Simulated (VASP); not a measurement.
Input of a VASP 6.6.1 run:

Contents of INCAR:

```
SYSTEM = ZnSe
PREC = Accurate
ENCUT = 500
EDIFF = 1E-6
ISMEAR = 0
SIGMA = 0.02
LREAL = .FALSE.
LASPH = .TRUE.
NELM = 120
ALGO = Normal
ISIF = 2
LWAVE = .FALSE.
LCHARG = .TRUE.
GGA = PE
LELF = .TRUE.
LVHAR = .TRUE.
NBANDS = 16
GGA_COMPAT = .FALSE.
```

KPOINTS

```
Automatic mesh
0
G
  8 8 8
  0 0 0
```

The input POSCAR:

```
ZnSe
1.0
    0.0000000000      2.8250000000      2.8250000000
    2.8250000000      0.0000000000      2.8250000000
    2.8250000000      2.8250000000      0.0000000000
Zn Se
1 1
Direct
    0.0000000000      0.0000000000      0.0000000000
    0.2500000000      0.2500000000      0.2500000000
```

Potentials or basis: VASP PAW PBE potentials, release 64 (Zn, Se).

Launch:

```console
$ cat potpaw_PBE.64/Zn/POTCAR potpaw_PBE.64/Se/POTCAR > POTCAR
$ mpirun -np 1 vasp_std > vasp.out
```

Q: Estimate the pressure.

A: 3.0 GPa.

Q: Estimate the band gap on the k mesh.

A: 1.33 eV, direct.

PBE gaps usually lie below the measured ones, often by a third to a half.
